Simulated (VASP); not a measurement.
Crystal: Mg5Se.

```
Mg Se
1.0
     3.12123    1.80204    3.98368
    -3.12123    1.80204    3.98368
     0.00000   -3.60408    3.98368
Mg Se
5 1
Direct
  0.10219 0.10219 0.10219
  0.89781 0.89781 0.89781
  0.50000 0.50000 0.00000
  0.00000 0.50000 0.50000
  0.50000 0.00000 0.50000
  0.50000 0.50000 0.50000
```

The cell was built from a structure type or drawn by symmetry, and may not be a known phase.

| Property | Result |
| --- | --- |
| Program | VASP 6.6.1 |
| Task | relaxation of cell and atoms |
| Functional | PBE |
| Potentials or basis | VASP PAW PBE potentials, release 64 (Mg, Se) |
| Cutoff | 600 eV |
| k mesh | 6 × 6 × 6 |
| Occupations | gaussian, width 0.1 eV |
| Spin | no spin polarisation |

At the start: pressure 2.3 GPa; volume 22.41 Å³/atom.

Question: How do energy, volume and symmetry change on relaxing?

Answer: Over 8 steps the energy falls by 74.6 meV/atom and the volume is 22.84 Å³/atom (+1.9 %); space group R-3m (No. 166, to 0.1 Å) before and after.

Step by step:
| step | energy change (eV) | largest force (eV/Å) | pressure (GPa) | volume (Å³) |
| --- | --- | --- | --- | --- |
| 1 | 0.0000 | 2.0606 | 2.34 | 134.44 |
| 2 | -0.3754 | 0.6111 | -0.72 | 140.82 |
| 3 | -0.3934 | 0.3591 | -1.41 | 142.73 |
| 4 | -0.4324 | 0.2476 | -0.44 | 138.70 |
| 5 | -0.4410 | 0.1663 | 0.34 | 135.88 |
| 6 | -0.4455 | 0.0920 | 0.18 | 136.37 |
| 7 | -0.4470 | 0.0522 | -0.12 | 137.40 |
| 8 | -0.4476 | 0.0055 | -0.03 | 137.05 |

Final structure:
```xyz
6
Lattice="3.0815 1.7791 4.1666 -3.0815 1.7791 4.1666 0.0000 -3.5582 4.1666" Properties=species:S:1:pos:R:3 pbc="T T T"
Mg    0.0000    0.0000    1.4884
Mg    0.0000    0.0000   11.0115
Mg    0.0000    1.7791    4.1666
Mg   -1.5407   -0.8895    4.1666
Mg    1.5407   -0.8895    4.1666
Se    0.0000    0.0000    6.2500
```
